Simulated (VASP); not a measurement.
# Si9N8O6 in VASP: a series of runs, part 2 of 2

VASP 6.6.1. Earlier steps stand in the parts before.

### Step 5. Single point, PBE

Input file INCAR:

```
ALGO = Normal
EDIFF = 1E-6
ENCUT = 1000
GGA = PE
GGA_COMPAT = F
ISIF = 2
ISMEAR = -1
ISYM = 0
LASPH = T
LCHARG = F
LREAL = Auto
LWAVE = F
NBANDS = 73
NELM = 120
PREC = Accurate
SIGMA = 0.2361
```

Input file KPOINTS:

```
k-points
0
Gamma
  1 1 1
```

Input file POSCAR:

```
Si9N8O6
1.0
    6.9494310000     -0.1483230000     -0.0508250000
   -0.1483230000      6.7490330000     -0.1619310000
   -0.0508250000     -0.1619310000      6.6115700000
Si N O
9 8 6
Direct
    0.8488128451      0.3755755132      0.6915850897
    0.2710725397      0.4147993543      0.5598942666
    1.0930192367      1.0259222115      0.5519509454
    0.6282402654      0.5791992179      0.9523819032
    0.3733276561      0.3356489654      1.0854367950
    0.5224257927      0.7011300113      0.5476889717
    0.4880373420      0.0909767474      0.4001945761
    0.9364312986      0.6452553876      0.3815736612
    0.7906896687      0.9454874723      0.2354502084
    1.1522475816      0.7968309921      0.7983020104
    0.5298117836      0.3533770434      0.9034036366
    0.7662556903      0.6845382903      0.1852095516
    1.0424262120      0.4376989633      0.4743376147
    1.2603805150      1.1691777638      0.6282236994
    0.4795645686      0.4508162347      0.4610617437
    1.0448641934      0.8701221181      0.3436988442
    1.0928971688      0.8073112351      0.9504503793
    0.1971864485      0.4704386692      1.0363353342
    0.4160731607      0.8835007152      0.4718198662
    1.3792071893      0.1196966640      0.1937713442
    0.5697398107      0.7655104781      0.8124877908
    0.8840850867      0.1242189112      0.6845408151
    0.7813182900      0.7082162542      0.5612353296
```

Command:

```
cat potpaw_PBE.64/Si/POTCAR potpaw_PBE.64/N_h/POTCAR potpaw_PBE.64/O_h/POTCAR > POTCAR
mpirun -np 1 vasp_gam > vasp.out
```

Wall time 3 min (1 thread of Intel Xeon Platinum 8488C (Sapphire Rapids), shared host); peak memory 0.68 GiB.

The run converged. Its results:

| Property | Result |
| --- | --- |
| Free energy | -160.5081 eV |
| Pressure | 5.3 GPa |
| Largest force | 6.396 eV/Å |

Forces in eV/Å, atoms in the order of the input:
```
Si   1.226 -1.348 -0.178
Si  -2.389 -2.667  1.433
Si  -5.662 -1.791  0.216
Si   2.240  1.148  0.414
Si  -2.270  0.179 -0.559
Si   4.742 -2.966  3.102
Si   1.834  3.781  2.471
Si  -0.931 -0.821 -0.447
Si   1.666 -0.414 -0.743
N    0.273  0.521 -2.753
N    1.681  0.469  0.827
N   -2.054 -1.228 -3.344
N   -2.058  1.685  0.621
N    4.588  3.543 -0.432
N    1.215  2.244 -1.126
N   -0.039  2.558  1.505
N   -0.517  0.118  2.070
O    0.193 -1.133  1.354
O   -1.036 -3.277 -0.135
O   -1.649  1.032 -2.381
O   -1.273 -1.531  0.281
O    1.352  0.227 -1.349
O   -1.133 -0.328 -0.850
```

Stress tensor (GPa, compression positive):
```
 7.29  6.45 -4.31
 6.45  4.88 -5.55
-4.31 -5.55  3.59
```

Levels at points of the mesh, in eV from the Fermi level:
| k point | band 54 | band 55 | band 56 | band 57 | band 58 | band 59 |
| --- | --- | --- | --- | --- | --- | --- |
| (0.00, 0.00, 0.00) | -1.76 | -1.23 | -0.26 | 0.27 | 0.98 | 1.52 |

Caveat: the k points lie up to 0.95 Å⁻¹ apart, too coarse for converged energies, forces and pressures; the atoms stand as in a frame of molecular dynamics.

### Step 6. Relaxation of cell and atoms, PBE

This run uses another cell than the first one, of 12.50 Å³/atom.

Input file INCAR:

```
PREC = Accurate
ENCUT = 600
EDIFF = 1E-6
ISMEAR = 0
SIGMA = 0.1
LREAL = Auto
LASPH = True
NELM = 100
ALGO = Normal
ISIF = 3
LWAVE = False
LCHARG = False
GGA = PE
IBRION = 2
NSW = 45
EDIFFG = -0.04
ISYM = 0
```

Input file KPOINTS:

```
regular mesh
0
Gamma
  3 3 3
```

Input file POSCAR:

```
Si9N8O6
1.0
    6.8405802242     -0.0799457909     -0.3139206291
   -0.0733419238      6.8784184349     -0.5228453803
   -0.3131540069     -0.5355969245      6.1669292923
Si N O
9 8 6
Direct
    0.7519797421      0.3985345275      0.6827792152
    0.2090908266      0.4916402020      0.7036446699
    0.0559902678      0.0851388339      0.6565134673
    0.5919124868      0.6299987759      0.9383562588
    0.2657874125      0.4777711254      0.2187302321
    0.5073305209      0.7636968416      0.5445827323
    0.4549708078      0.2001486656      0.4735963162
    0.9032873555      0.6419408833      0.3871789919
    0.8767013847      0.9546345929      0.2003779584
    0.1490094576      0.9497516544      0.8711708910
    0.3437073449      0.5605538891      0.9801648925
    0.7678955038      0.7283246673      0.1391338792
    0.9650104194      0.5322719824      0.6347429761
    0.2500287738      0.2374903897      0.6326227369
    0.3132189041      0.6010833172      0.4985277034
    0.9856363469      0.8979056957      0.4513331679
    0.1010964709      0.9227957849      0.0386130554
    0.0252958908      0.4829464546      0.2067898403
    0.4849205234      0.9581261687      0.4278798215
    0.3692259286      0.2631770331      0.2319798364
    0.5622903116      0.8254242906      0.8076457314
    0.8752054479      0.2031616998      0.7661264283
    0.6675011791      0.6015891293      0.4485155025
```

Potentials or basis: VASP PAW PBE potentials, release 64 (Si, N, O).

Command:

```
cat potpaw_PBE.64/Si/POTCAR potpaw_PBE.64/N/POTCAR potpaw_PBE.64/O/POTCAR > POTCAR
mpirun -np 1 vasp_std > vasp.out
```

Wall time 40 min (1 thread of Intel Xeon 6975P-C (Granite Rapids), shared host); peak memory 0.55 GiB.

It converged, with:

| Property | Result |
| --- | --- |
| Free energy | -173.1772 eV |
| Relaxed volume | 12.48 Å³/atom |
| Relaxed cell | a = 6.830 Å, b = 6.898 Å, c = 6.205 Å, α = 99.09°, β = 95.57°, γ = 91.32° |
| Space group after relaxing (to 0.1 Å) | P1 (No. 1) |
| Energy gained by relaxing | 0.6 meV/atom |
| Ionic steps | 20 |
| Pressure after relaxing | 0.1 GPa |
| Largest force after relaxing | 0.038 eV/Å |
| Band gap on the k mesh | 0.88 eV (least direct gap 1.04 eV) |

Forces on the atoms (eV/Å):
```
Si  -0.012  0.003  0.001
Si  -0.016  0.020 -0.007
Si   0.012  0.005 -0.010
Si   0.016 -0.026  0.005
Si   0.015  0.004  0.002
Si   0.007  0.015  0.018
Si   0.031  0.013 -0.004
Si  -0.014 -0.014  0.018
Si  -0.018  0.005 -0.020
N    0.009  0.009 -0.033
N   -0.016  0.016  0.002
N   -0.004  0.002 -0.005
N   -0.019 -0.022  0.016
N   -0.002 -0.008 -0.009
N    0.004 -0.004 -0.016
N    0.005 -0.013  0.015
N   -0.007 -0.008  0.036
O    0.007 -0.017 -0.019
O    0.008 -0.001  0.002
O   -0.011  0.010  0.014
O   -0.002  0.016 -0.012
O   -0.013 -0.006  0.008
O    0.019  0.000 -0.002
```

Step by step:
```
step  energy change (eV)  largest force (eV/Å)  pressure (GPa)  volume (Å³)
   1              0.0000                0.5190           -0.04       287.52
   2              0.0642                3.2797           -0.93       287.39
   3             -0.0031                0.3667           -0.22       287.49
   4             -0.0035                0.3307            0.16       286.86
   5             -0.0070                0.1488           -0.03       287.17
   6             -0.0094                0.1078            0.10       286.92
   7             -0.0094                0.1166            0.10       286.91
   8             -0.0106                0.3350            0.00       286.93
   9             -0.0107                0.2716            0.02       286.92
  10             -0.0115                0.0573            0.06       286.94
  11             -0.0115                0.0610            0.07       286.95
  12             -0.0119                0.0526            0.04       286.99
  13             -0.0124                0.0560           -0.05       287.14
  14             -0.0128                0.0574           -0.05       287.13
  15             -0.0130                0.1470           -0.05       287.12
  16             -0.0132                0.0550            0.00       287.10
  17             -0.0133                0.0690            0.04       287.07
  18             -0.0134                0.0631            0.05       287.07
  19             -0.0136                0.0446            0.06       287.08
  20             -0.0136                0.0380            0.07       287.08
```

Final structure:
```
Si N O
1.0
     6.82198   -0.09530   -0.32241
    -0.08753    6.87799   -0.51356
    -0.31832   -0.52608    6.17437
Si N O
9 8 6
Direct
  0.75036 0.39779 0.68282
  0.20919 0.49200 0.70336
  0.05645 0.08470 0.65668
  0.59242 0.62867 0.93741
  0.26522 0.47752 0.21806
  0.50730 0.76508 0.54461
  0.45592 0.20181 0.47527
  0.90349 0.64125 0.38683
  0.87732 0.95417 0.20199
  0.14767 0.94777 0.87201
  0.34374 0.55937 0.97961
  0.76906 0.72738 0.13849
  0.96483 0.53187 0.63409
  0.24964 0.23828 0.63073
  0.31215 0.60254 0.49779
  0.98642 0.89771 0.45173
  0.09823 0.92327 0.04037
  0.02379 0.48031 0.20656
  0.48752 0.96021 0.42793
  0.37094 0.26413 0.23267
  0.56252 0.82523 0.80768
  0.87550 0.20215 0.76475
  0.66742 0.60491 0.44954
```

Levels at points of the mesh, in eV from the valence-band top:
```csv
k point,band 53,band 54,band 55,band 56,band 57,band 58,band 59,band 60
"(0.00, 0.00, 0.00)",-1.36,-1.23,-0.54,-0.10,0.95,1.40,3.53,4.00
```

Caveat: the standard files for N, O and F lose accuracy on very short bonds; the atoms stand as in a frame of molecular dynamics.

### Step 7. The runs side by side

```tsv
task	potentials or basis	cell	k mesh	cutoff (eV)	smearing	pressure (GPa)	largest force (eV/Å)
single point	VASP PAW PBE potentials, release 64 (Si, N_h, O_h)	a = 6.951, b = 6.753, c = 6.614 Å, angles 92.8, 90.8, 92.5°, 23 atoms, atomic positions A	1 × 1 × 1	1000	fermi-dirac 0.05 eV	-2.5	2.92
single point	VASP PAW PBE potentials, release 64 (Si, N_h, O_h)	a = 6.951, b = 6.753, c = 6.614 Å, angles 92.8, 90.8, 92.5°, 23 atoms, atomic positions B	1 × 1 × 1	1000	fermi-dirac 0.05 eV	-1.6	3.20
single point	VASP PAW PBE potentials, release 64 (Si, N_h, O_h)	a = 6.951, b = 6.753, c = 6.614 Å, angles 92.8, 90.8, 92.5°, 23 atoms, atomic positions C	1 × 1 × 1	1000	fermi-dirac 0.05 eV	-2.9	2.34
single point	VASP PAW PBE potentials, release 64 (Si, N_h, O_h)	a = 6.951, b = 6.753, c = 6.614 Å, angles 92.8, 90.8, 92.5°, 23 atoms, atomic positions D	1 × 1 × 1	1000	fermi-dirac 0.2361 eV	5.3	6.40
relaxation of cell and atoms	VASP PAW PBE potentials, release 64 (Si, N, O)	relaxed from a = 6.848, b = 6.899, c = 6.198 Å, angles 99.3, 95.5, 91.1°, 23 atoms, atomic positions E	3 × 3 × 3	600	gaussian 0.1 eV	0.1	0.04
```

Alike in all rows: level PBE; no spin polarisation.

Caveats: some runs use coarse meshes; the atoms stand as in a frame of molecular dynamics; the standard files for N, O and F lose accuracy on very short bonds (at least some runs).

Absolute energies hang on the potentials; compare differences alone.
